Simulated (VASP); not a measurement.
# Ca (Fm-3m) in VASP: a series of runs

Ca is run at these levels: r2SCAN; tasks: single point.

All numbers are computed with VASP 6.6.1; they aren't measurements. Logs are shortened: lines on timing, memory, paths and dates and some standing lists are left out, and cuts for length are marked.

## Step 1: The cell of the first run

It takes space group Fm-3m (No. 225, cubic). The conventional cell has a = 5.567 Å, b = 5.567 Å, c = 5.567 Å, α = 90.00°, β = 90.00°, γ = 90.00°. Within 5.2 Å of Ca (site symmetry m-3m) lie 12 Ca at 3.94 Å.

## Step 2: Single point, r2SCAN

POSCAR reads:

```
Ca
1.0
    0.0000000000      2.7835023068      2.7835023068
    2.7835023068      0.0000000000      2.7835023068
    2.7835023068      2.7835023068      0.0000000000
Ca
1
Direct
    0.0000000000      0.0000000000      0.0000000000
```

INCAR.step1 reads:

```
PREC = Accurate
ENCUT = 520
ISMEAR = 1
SIGMA = 0.01
LREAL = False
LASPH = True
NELM = 60
NBANDS = 11
GGA = PE
ALGO = Normal
EDIFF = 1E-4
LWAVE = True
LCHARG = False
```

INCAR.step2 reads:

```
PREC = Accurate
ENCUT = 520
EDIFF = 1E-6
ISMEAR = 1
SIGMA = 0.01
LREAL = False
LASPH = True
NELM = 60
ALGO = Normal
ISIF = 2
LWAVE = False
LCHARG = False
METAGGA = R2SCAN
LMIXTAU = True
NBANDS = 11
ISTART = 1
```

KPOINTS reads:

```
regular mesh
0
Gamma
  10 10 10
```

Potentials or basis: VASP PAW PBE potentials, release 64 (Ca_sv).

Command:

```console
> cat potpaw_PBE.64/Ca_sv/POTCAR > POTCAR
> cp INCAR.step1 INCAR
> mpirun -np 1 vasp_std > vasp.out
> cp INCAR.step2 INCAR
> mpirun -np 1 vasp_std > vasp.out
```

OUTCAR:

```text
PREC = Accurate
   ENCUT = 520
   EDIFF = 1E-6
   ISMEAR = 1
   LREAL = False
   LASPH = True
   NELM = 60
   ISIF = 2
   METAGGA = R2SCAN
   ISTART = 1

 ion  position               nearest neighbor table
   1  0.000  0.000  0.000-

  LATTYP: Found a face centered cubic cell.
 ALAT       =     5.5670046136

  Lattice vectors:

 A1 = (   0.0000000000,   2.7835023068,   2.7835023068)
 A2 = (   2.7835023068,   0.0000000000,   2.7835023068)
 A3 = (   2.7835023068,   2.7835023068,   0.0000000000)

Analysis of symmetry for initial positions (statically):
=====================================================================
 Subroutine PRICEL returns:
 Original cell was already a primitive cell.

 Routine SETGRP: Setting up the symmetry group for a
 face centered cubic supercell.

 Subroutine GETGRP returns: Found 48 space group operations
 (whereof 48 operations were pure point group operations)
 out of a pool of 48 trial point group operations.

The static configuration has the point symmetry O_h .

Analysis of symmetry for dynamics (positions and initial velocities):
=====================================================================
 Subroutine PRICEL returns:
 Original cell was already a primitive cell.

 Routine SETGRP: Setting up the symmetry group for a
 face centered cubic supercell.

 Subroutine GETGRP returns: Found 48 space group operations
 (whereof 48 operations were pure point group operations)
 out of a pool of 48 trial point group operations.

The dynamic configuration has the point symmetry O_h .

 Subroutine INISYM returns: Found 48 space group operations
 (whereof 48 operations are pure point group operations),
 and found     1 'primitive' translations

----------------------------------------------------------------------------------------

                                     Primitive cell

  volume of cell :      43.1325

  direct lattice vectors                    reciprocal lattice vectors
     0.000000000  2.783502307  2.783502307    -0.179629813  0.179629813  0.179629813
     2.783502307  0.000000000  2.783502307     0.179629813 -0.179629813  0.179629813
     2.783502307  2.783502307  0.000000000     0.179629813  0.179629813 -0.179629813

  length of vectors
     3.936466713  3.936466713  3.936466713     0.311127963  0.311127963  0.311127963

  position of ions in fractional coordinates (direct lattice)
     0.000000000  0.000000000  0.000000000

  ion indices of the primitive-cell ions
   primitive index   ion index
                 1           1

----------------------------------------------------------------------------------------

 KPOINTS: regular mesh

Automatic generation of k-mesh.
 Grid dimensions read from file:
 generate k-points for:   10   10   10

 Generating k-lattice:

  Cartesian coordinates                     Fractional coordinates (reciprocal lattice)
    -0.017962981  0.017962981  0.017962981     0.100000000  0.000000000  0.000000000
     0.017962981 -0.017962981  0.017962981     0.000000000  0.100000000  0.000000000
     0.017962981  0.017962981 -0.017962981     0.000000000  0.000000000  0.100000000

  Length of vectors
     0.031112796  0.031112796  0.031112796

  Shift w.r.t. Gamma in fractional coordinates (k-lattice)
     0.000000000  0.000000000  0.000000000

 Subroutine IBZKPT returns following result:
 ===========================================

 Found     47 irreducible k-points:

 Following reciprocal coordinates:
            Coordinates               Weight
  0.000000  0.000000  0.000000      1.000000
  0.100000  0.000000  0.000000      8.000000
  0.200000  0.000000  0.000000      8.000000
  0.300000  0.000000  0.000000      8.000000
  0.400000  0.000000  0.000000      8.000000
  0.500000  0.000000  0.000000      4.000000
[... 16 lines left out ...]
  0.300000  0.300000  0.000000      6.000000
  0.400000  0.300000  0.000000     24.000000
 [... further k-points ...]
   k-points           NKPTS =     47   k-points in BZ     NKDIM =     47   number of bands    NBANDS=     11
   number of dos      NEDOS =    301   number of ions     NIONS =      1
   total plane-waves  NPLWV =  27000
   dimension x,y,z NGX =    30 NGY =   30 NGZ =   30
   dimension x,y,z NGXF=    60 NGYF=   60 NGZF=   60
   ions per type =               1
   NGX,Y,Z   is equivalent  to a cutoff of  12.67, 12.67, 12.67 a.u.
   NGXF,Y,Z  is equivalent  to a cutoff of  25.34, 25.34, 25.34 a.u.
 SYSTEM =  unknown system
   PREC   = accura    normal or accurate (medium, high low for compatibility)
   ISTART =      1    job   : 0-new  1-cont  2-samecut
   ICHARG =      0    charge: 1-file 2-atom 10-const
   ISPIN  =      1    spin polarized calculation?
   LNONCOLLINEAR =      F non collinear calculations
   LSORBIT =      F    spin-orbit coupling
   LASPH  =      T    aspherical Exc in radial PAW
   ENCUT  =  520.0 eV  38.22 Ry    6.18 a.u.   7.32  7.32  7.32*2*pi/ulx,y,z
   NELM   =     60;   NELMIN=  2; NELMDL=  0     # of ELM steps
   EDIFF  = 0.1E-05   stopping-criterion for ELM
   LREAL  =      F    real-space projection
   EDIFFG = 0.1E-04   stopping-criterion for IOM
   NSW    =      0    number of steps for IOM
   IBRION =     -1    ionic relax: 0-MD 1-quasi-New 2-CG
   NFREE  =      0    steps in history (QN), initial steepest desc. (CG)
   ISIF   =      2    stress and relaxation
   ISYM   =      2    0-nonsym 1-usesym 2-fastsym
   POTIM  = 0.5000    time-step for ionic-motion
   TEBEG  =    0.0;   TEEND  =   0.0 temperature during run
   PSTRESS=    0.0 pullay stress
   NELECT =      10.0000    total number of electrons
   NUPDOWN=      -1.0000    fix difference up-down
   EMIN   =  10.00;   EMAX   =-10.00  energy-range for DOS
   EFERMI =   0.00;   METHOD = LEGACY
   ISMEAR =     1;   SIGMA  =   0.01  broadening in eV -4-tet -1-fermi 0-gaus
   EFERMI_NEDOS =   21; number of points for ismear=-14 and -15
   IALGO  =     38    algorithm
   IMIX   =      4    mixing-type and parameters
     AMIX     =   0.40;   BMIX     =  1.00
     AMIX_MAG =   1.60;   BMIX_MAG =  1.00
  volume/ion in A,a.u.               =      43.13       291.07
  Fermi-wavevector in a.u.,A,eV,Ry     =   1.005711  1.900518 13.761678  1.011455
  Thomas-Fermi vector in A             =   2.138408
   LORBIT       =      0    0 simple, 1 ext, 2 COOP (PROOUT), +10 PAW based schemes
   METAGGA = R2SCAN    functional components
   LHFCALC =     F    Hartree Fock is set to
   AEXX    =    0.0000 exact exchange contribution
   IVDW    =     0    specifies the selected vdW correction
   LEPSILON=     F    determine dielectric tensor
   LRPA    =     F    only Hartree local field effects (RPA)
 non-spin polarized calculation
 Methfessel and Paxton  Order N= 1 SIGMA  =   0.01
  energy-cutoff  :      520.00
  volume of cell :       43.13
 maximum number of plane-waves:      1211
 NGX is ok and might be reduce to    30
   NGX = 15   NGY = 15   NGZ = 15

 number of electron       9.9999998 magnetization

 Free energy of the ion-electron system (eV)
  ---------------------------------------------------
  ext. energy  EPLUGINS =         0.00000000
  ---------------------------------------------------
  free energy    TOTEN  =        -7.03480148 eV

  energy without entropy =       -7.03474174  energy(sigma->0) =       -7.03478157

 E-fermi :   1.9373     XC(G=0):  -8.1477

 val. band max:        1.8970302829   @ k =  -0.4000   0.3000   0.0000
 cond. band min:       1.9393493443   @ k =  -0.3000   0.4000   0.1000
 fundamental gap:      0.0423190614
 Fermi energy:         1.9373353283

 k-point     1 :       0.0000    0.0000    0.0000
  band No.  band energies     occupation
      1     -41.9226      2.00000
      2     -21.9532      2.00000
      3     -21.9532      2.00000
      4     -21.9531      2.00000
      5      -2.3366      2.00000
      6       4.5872      0.00000
      7       4.5872      0.00000
      8       4.5872      0.00000
      9       5.6858      0.00000
     10       5.6858      0.00000
     11      11.4195      0.00000

 k-point     2 :       0.1000    0.0000    0.0000
  band No.  band energies     occupation
      1     -41.9213      2.00000
      2     -21.9662      2.00000
      3     -21.9549      2.00000
      4     -21.9548      2.00000
      5      -2.1591      2.00000
      6       4.3832      0.00000
      7       4.6508      0.00000
      8       4.6508      0.00000
      9       5.6295      0.00000
     10       5.6295      0.00000
     11      11.5866      0.00000

 k-point     3 :       0.2000    0.0000    0.0000
  band No.  band energies     occupation
      1     -41.9181      2.00000
      2     -22.0004      2.00000
      3     -21.9595      2.00000
      4     -21.9594      2.00000
      5      -1.6430      2.00000
      6       3.8681      0.00000
      7       4.7369      0.00000
      8       4.7369      0.00000
      9       5.6034      0.00000
     10       5.6034      0.00000
     11      10.4981      0.00000

 k-point     4 :       0.3000    0.0000    0.0000
  band No.  band energies     occupation
      1     -41.9140      2.00000
      2     -22.0422      2.00000
      3     -21.9652      2.00000
      4     -21.9652      2.00000
      5      -0.8391      2.00000
      6       3.1786      0.00000
      7       4.6516      0.00000
      8       4.6516      0.00000
      9       5.8514      0.00000
     10       5.8514      0.00000
     11       9.0015      0.00000

 k-point     5 :       0.4000    0.0000    0.0000
  band No.  band energies     occupation
      1     -41.9108      2.00000
      2     -22.0757      2.00000
      3     -21.9698      2.00000
      4     -21.9698      2.00000
      5       0.1549      2.00000
      6       2.3522      0.00000
      7       4.5063      0.00000
      8       4.5063      0.00000
      9       6.2173      0.00000
     10       6.2173      0.00000
     11       7.9502      0.00000
[... 211 lines left out ...]
 k-point    21 :      -0.3000    0.2000    0.0000
  band No.  band energies     occupation
      1     -41.9095      2.00000
      2     -22.0561      2.00000
      3     -22.0035      2.00000
      4     -21.9716      2.00000
      5       0.3276      2.00000
      6       2.8209      0.00000
      7       3.7394      0.00000
      8       4.8893      0.00000
      9       5.7166      0.00000
     10       6.6388      0.00000
     11       8.3254      0.00000

 k-point    22 :      -0.2000    0.2000    0.0000
  band No.  band energies     occupation
      1     -41.9126      2.00000
      2     -22.0356      2.00000
      3     -21.9906      2.00000
      4     -21.9646      2.00000
      5      -0.5735      2.00000
      6       3.3177      0.00000
      7       4.1052      0.00000
      8       5.0306      0.00000
      9       5.2848      0.00000
     10       6.3243      0.00000
     11       9.4819      0.00000

 k-point    23 :       0.3000    0.3000    0.0000
  band No.  band energies     occupation
      1     -41.9112      2.00000
      2     -22.0380      2.00000
      3     -21.9853      2.00000
      4     -21.9853      2.00000
      5      -0.3817      2.00000
      6       3.2088      0.00000
      7       4.0036      0.00000
      8       5.4390      0.00000
      9       5.4390      0.00000
     10       6.1215      0.00000
     11      10.3557      0.00000

 k-point    24 :       0.4000    0.3000    0.0000
  band No.  band energies     occupation
      1     -41.9086      2.00000
      2     -22.0561      2.00000
      3     -21.9951      2.00000
      4     -21.9908      2.00000
      5       0.3088      2.00000
      6       2.9481      0.00000
      7       3.5859      0.00000
      8       5.5497      0.00000
      9       5.8601      0.00000
     10       6.3331      0.00000
     11       8.9613      0.00000

 [... further k-points ...]

------------------------ aborting loop because EDIFF is reached ----------------------------------------

  FORCE on cell =-STRESS in cart. coord.  units (eV):
  Direction    XX          YY          ZZ          XY          YZ          ZX
  --------------------------------------------------------------------------------------
  -------------------------------------------------------------------------------------
  Total        0.0027343      0.0027343      0.0027343      0.0000000      0.0000000      0.0000000
  in kB        0.1015667      0.1015667      0.1015667      0.0000000      0.0000000      0.0000000
  external PRESSURE =       0.1015667 kB  Pullay stress =       0.0000000 kB

 VOLUME and BASIS-vectors are now :
 -----------------------------------------------------------------------------
  energy-cutoff  :      520.00
  volume of cell :       43.13
      direct lattice vectors                 reciprocal lattice vectors
     0.000000000  2.783502307  2.783502307    -0.179629813  0.179629813  0.179629813
     2.783502307  0.000000000  2.783502307     0.179629813 -0.179629813  0.179629813
     2.783502307  2.783502307  0.000000000     0.179629813  0.179629813 -0.179629813

 POSITION                                       TOTAL-FORCE (eV/Angst)
 -----------------------------------------------------------------------------------
      0.00000      0.00000      0.00000         0.000000     -0.000000      0.000000
 -----------------------------------------------------------------------------------
    total drift:                               -0.000000     -0.000000      0.000000

  FREE ENERGIE OF THE ION-ELECTRON SYSTEM (eV)
  ---------------------------------------------------
  free  energy   TOTEN  =        -7.0348014822 eV

  energy  without entropy=       -7.0347417450  energy(sigma->0) =       -7.03478157
```

It took 46 s on 1 thread of Intel Xeon 6975P-C (Granite Rapids), shared host; peak memory 0.18 GiB.

Results:

```
Free energy            : -7.0348 eV
Pressure               : 0.0 GPa
Band gap on the k mesh : zero (bands 5 and 6 overlap by 0.48 eV)
```

Levels at points of the mesh, in eV from the Fermi level:
```
           k point  band 2  band 3  band 4  band 5  band 6  band 7  band 8  band 9
(0.00, 0.00, 0.00)  -23.89  -23.89  -23.89   -4.27    2.65    2.65    2.65    3.75
(0.50, 0.00, 0.00)  -24.03  -23.91  -23.91   -0.97   -0.32    2.51    2.51    4.45
(0.50, 0.50, 0.00)  -24.02  -23.94  -23.94   -0.41    0.74    0.87    4.44    4.64
```

Caveat: the PAW data sets were made with another functional, which shifts forces and pressure a little.

## Step 3: Single point, r2SCAN

POSCAR is that of step 2.

INCAR.step1 reads:

```
SYSTEM = Ca
  PREC = Accurate
  ENCUT = 520
  ISMEAR = 1
  SIGMA = 0.03
  LREAL = .FALSE.
  LASPH = .TRUE.
  NELM = 100
  NBANDS = 11
  GGA = PE
  ALGO = Normal
  EDIFF = 1E-4
  LWAVE = .TRUE.
  LCHARG = .FALSE.
```

INCAR.step2 reads:

```
SYSTEM = Ca
  PREC = Accurate
  ENCUT = 520
  EDIFF = 1E-6
  ISMEAR = 1
  SIGMA = 0.03
  LREAL = .FALSE.
  LASPH = .TRUE.
  NELM = 100
  ALGO = Normal
  ISIF = 2
  LWAVE = .FALSE.
  LCHARG = .FALSE.
  METAGGA = R2SCAN
  LMIXTAU = .TRUE.
  NBANDS = 11
  ISTART = 1
```

KPOINTS reads:

```
Automatic mesh
0
G
  10 10 10
  0 0 0
```

Potentials or basis: VASP PAW PBE potentials, release 64 (Ca_sv).

Command:

```console
> cat potpaw_PBE.64/Ca_sv/POTCAR > POTCAR
> cp INCAR.step1 INCAR
> mpirun -np 1 vasp_std > vasp.out
> cp INCAR.step2 INCAR
> mpirun -np 1 vasp_std > vasp.out
```

Wall time 45 s (1 thread of Intel Xeon 6975P-C (Granite Rapids), shared host); peak memory 0.18 GiB.

Results (log left out):

```
Free energy            : -7.0349 eV
Pressure               : 0.0 GPa
Band gap on the k mesh : zero (bands 5 and 6 overlap by 0.48 eV)
```

Levels at points of the mesh, in eV from the Fermi level:
```
           k point  band 2  band 3  band 4  band 5  band 6  band 7  band 8  band 9
(0.00, 0.00, 0.00)  -23.89  -23.89  -23.89   -4.27    2.66    2.66    2.66    3.75
(0.50, 0.00, 0.00)  -24.02  -23.90  -23.90   -0.96   -0.32    2.51    2.51    4.46
(0.50, 0.50, 0.00)  -24.01  -23.93  -23.93   -0.40    0.75    0.88    4.44    4.65
```

Caveat: the PAW data sets were made with another functional, which shifts forces and pressure a little.

(Continued in part 2 of 2.)
